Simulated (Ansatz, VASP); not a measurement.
## AlN: VASP beside Ansatz

POSCAR

```
AlN
1.0
   -3.1066653462      0.0000000000      0.0000000000
    0.0000000000      0.0000000000     -4.9784048411
    0.0000000000     -5.3809022217      0.0000000000
Al N
4 4
Direct
    0.4517167177      0.9983070980      0.1666666667
    0.0482832823      0.9983070980      0.6666666667
   -0.0482832823      0.4983070980      0.3333333333
    0.5482832823      0.4983070980      0.8333333333
    0.4565555641      0.6166929020      0.1666666667
    0.0434444359      0.6166929020      0.6666666667
   -0.0434444359      0.1166929020      0.3333333333
    0.5434444359      0.1166929020      0.8333333333
```

INCAR.step1

```
SYSTEM = AlN
  PREC = Accurate
  ENCUT = 520
  ISMEAR = 0
  SIGMA = 0.05
  LREAL = .False.
  LASPH = .True.
  NELM = 80
  NBANDS = 26
  GGA = PE
  ALGO = Normal
  EDIFF = 1E-4
  LWAVE = .True.
  LCHARG = .False.
```

INCAR.step2

```
SYSTEM = AlN
  PREC = Accurate
  ENCUT = 520
  EDIFF = 1E-6
  ISMEAR = 0
  SIGMA = 0.05
  LREAL = .False.
  LASPH = .True.
  NELM = 80
  ALGO = Normal
  ISIF = 2
  LWAVE = .False.
  LCHARG = .False.
  METAGGA = R2SCAN
  LMIXTAU = .True.
  NBANDS = 26
  ISTART = 1
```

Contents of KPOINTS:

```
regular mesh
0
Gamma
  8 6 4
  0 0 0
```

Input for Ansatz:

```yaml
crystal:
  lattice:
    - [-3.1066653462, 0.0, 0.0]
    - [0.0, 0.0, -4.9784048411]
    - [0.0, -5.3809022217, 0.0]
  atoms:
    - { symbol: Al, position: [0.4517167177, 0.998307098, 0.1666666667] }
    - { symbol: Al, position: [0.0482832823, 0.998307098, 0.6666666667] }
    - { symbol: Al, position: [-0.0482832823, 0.498307098, 0.3333333333] }
    - { symbol: Al, position: [0.5482832823, 0.498307098, 0.8333333333] }
    - { symbol: "N", position: [0.4565555641, 0.616692902, 0.1666666667] }
    - { symbol: "N", position: [0.0434444359, 0.616692902, 0.6666666667] }
    - { symbol: "N", position: [-0.0434444359, 0.116692902, 0.3333333333] }
    - { symbol: "N", position: [0.5434444359, 0.116692902, 0.8333333333] }
basis:
  ecutwfc: 500
kpoints:
  mp_grid: { grid: [8, 6, 4] }
hamiltonian:
  xc: r2scan
scf:
  occupations: { method: gaussian, width: 0.05 }
output:
  forces: true
  stress: true
  eigenvalues: true
```

Change from the starting cell: mode 4 (235.2 1/cm) frozen in, largest displacement -0.150 Å.

Alike in both runs: task single point; functional r2SCAN; k mesh 8 × 6 × 4; occupations gaussian, width 0.05 eV; no spin polarisation.

|  | VASP | Ansatz |
| --- | --- | --- |
| version | VASP 6.6.1 | Ansatz 0.2.0 |
| potentials or method | VASP PAW PBE potentials, release 64 (Al, N), cutoff 520 eV | scalar-relativistic, plane waves, PAW |
| valence electrons in the cell | 32 | 32 |

|  | VASP | Ansatz | Ansatz less VASP |
| --- | --- | --- | --- |
| gap on the k mesh at the Fermi level (eV) | 4.79 | 4.76 | -0.038 |
| least direct gap on the mesh (eV) | 4.79 | 4.76 | -0.038 |
| pressure (GPa) | -1.2 | -0.7 | +0.41 |
| traceless stress, the component that is largest in VASP (GPa) | 1.38 | 1.40 | +0.021 |
| rms of the force components (eV/Å) | 0.388 | 0.386 | -0.0027 |

VASP's potentials were made for PBE, not for r2SCAN. Atom by atom the forces differ by 0.003 eV/Å (rms over components). The functional is the same, so the differences come from potentials, cutoffs and numerics.
